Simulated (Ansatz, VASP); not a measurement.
# One calculation of Ti, two programs

```xyz
3
Lattice="4.5962 0.0000 0.0000 -2.2981 3.9804 0.0000 0.0000 0.0000 2.7983" Properties=species:S:1:pos:R:3 pbc="T T T"
Ti    0.0000    0.0000    0.0000
Ti    0.0000    2.6536    1.3992
Ti    2.2981    1.3268    1.3992
```

Alike in both runs: task single point; functional PBEsol; k mesh 12 × 12 × 14; occupations gaussian, width 0.15 eV; no spin polarisation.

|  | VASP | Ansatz |
| --- | --- | --- |
| version | VASP 6.6.1 | Ansatz 0.2.0 |
| potentials or method | VASP PAW PBE potentials, release 64 (Ti_sv), cutoff 520 eV | scalar-relativistic, plane waves, PAW |
| valence electrons in the cell | 36 | 36 |

```csv
,VASP,Ansatz,Ansatz less VASP
gap on the k mesh at the Fermi level (eV),none,none,-
pressure (GPa),-4.1,-3.9,+0.19
"traceless stress, the component that is largest in VASP (GPa)",2.13,2.12,-0.004
```

VASP's potentials were made for PBE, not for PBEsol, and Ansatz warns of the same on its side. A gap of «none» marks a metal or a gap that the smearing closes. With one functional, cell and mesh, what is left measures potentials, basis and numerics.
